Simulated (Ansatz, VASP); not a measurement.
## Lu in VASP and in Ansatz

```
Lu
1.0
     3.57181    0.00000    0.00000
    -1.78590    3.09327    0.00000
     0.00000    0.00000    5.65977
Lu
2
Cartesian
  1.7859 1.0311 4.2448
  0.0000 2.0622 1.4149
```

Alike in both runs: task single point; functional PBE; k mesh 9 × 9 × 5; occupations fermi-dirac, width 0.05 eV; no spin polarisation.

|  | VASP | Ansatz |
| --- | --- | --- |
| version | VASP 6.6.1 | Ansatz 0.2.0 |
| potentials or method | VASP PAW PBE potentials, release 64 (Lu) | Ansatz PAW |
| plane-wave cutoff (eV) | 520 | 420 |
| valence electrons in the cell | 50 | 50 |

```csv
,VASP,Ansatz,Ansatz less VASP
gap on the k mesh at the Fermi level (eV),none,none,-
pressure (GPa),-2.9,-2.9,+0.07
"traceless stress, the component that is largest in VASP (GPa)",-0.50,-0.50,+0.005
```

A gap of «none» marks a metal or a gap that the smearing closes. The functional is the same, so the differences come from potentials, cutoffs and numerics.

Spin-orbit coupling is off throughout.
